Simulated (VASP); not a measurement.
Write the native input for VASP 6.6.1 that does the following.

* Task: relaxation of the atoms
* Functional: r2SCAN
* Potentials or basis: VASP PAW PBE potentials, release 64 (W_sv, C)
* Cutoff: 520 eV
* k mesh: 13 × 13 × 12
* Occupations: fermi-dirac, width 0.1 eV
* Spin: no spin polarisation
* Dipole correction: no
* Further INCAR settings: ALGO = Normal; EDIFF = 1e-06; IBRION = 2; EDIFFG = -0.01; NSW = 50

Crystal: WC.

```
CELL_PARAMETERS angstrom
2.93213 0.00000 0.00000
-1.46607 2.53930 0.00000
0.00000 0.00000 2.85496
ATOMIC_POSITIONS crystal
W 0.00000 0.00000 0.00000
C 0.66667 0.33333 0.50000
```

These files were run (other wordings do the same):

POSCAR

```
WC
1.0
    2.9321315500      0.0000000000      0.0000000000
   -1.4660657700      2.5393004100      0.0000000000
    0.0000000000      0.0000000000      2.8549601200
W C
1 1
Direct
    0.0000000000      0.0000000000      0.0000000000
    0.6666666700      0.3333333300      0.5000000000
```

INCAR.step1

```
  ALGO = Normal
  EDIFF = 1E-4
  ENCUT = 520
  GGA = PE
  ISMEAR = -1
  LASPH = T
  LCHARG = F
  LREAL = F
  LWAVE = T
  NELM = 80
  PREC = Accurate
  SIGMA = 0.1
```

INCAR.step2

```
  ALGO = Normal
  EDIFF = 1E-6
  EDIFFG = -0.01
  ENCUT = 520
  IBRION = 2
  ISIF = 2
  ISMEAR = -1
  ISTART = 1
  LASPH = T
  LCHARG = F
  LMIXTAU = T
  LREAL = F
  LWAVE = F
  METAGGA = R2SCAN
  NELM = 80
  NSW = 50
  PREC = Accurate
  SIGMA = 0.1
```

KPOINTS

```
k-points
0
Gamma
  13 13 12
```

Potentials or basis: VASP PAW PBE potentials, release 64 (W_sv, C).

Launch:

```console
$ cat potpaw_PBE.64/W_sv/POTCAR potpaw_PBE.64/C/POTCAR > POTCAR
$ cp INCAR.step1 INCAR
$ mpirun -np 1 vasp_std > vasp.out
$ cp INCAR.step2 INCAR
$ mpirun -np 1 vasp_std > vasp.out
```

Results of the run:

```yaml
Pressure_after_relaxing: -6.2 GPa
Band_gap_on_the_k_mesh: zero (bands 9 and 10 overlap by 1.29 eV)
```

Caveat: the PAW data sets were made with another functional, which shifts forces and pressure a little; spin-orbit coupling is left out, which moves the levels of the heavy elements.

Wall time 54 s on 1 thread of Intel(R) Xeon(R) Platinum 8488C (Sapphire Rapids), on a shared host, peak memory 0.18 GiB.
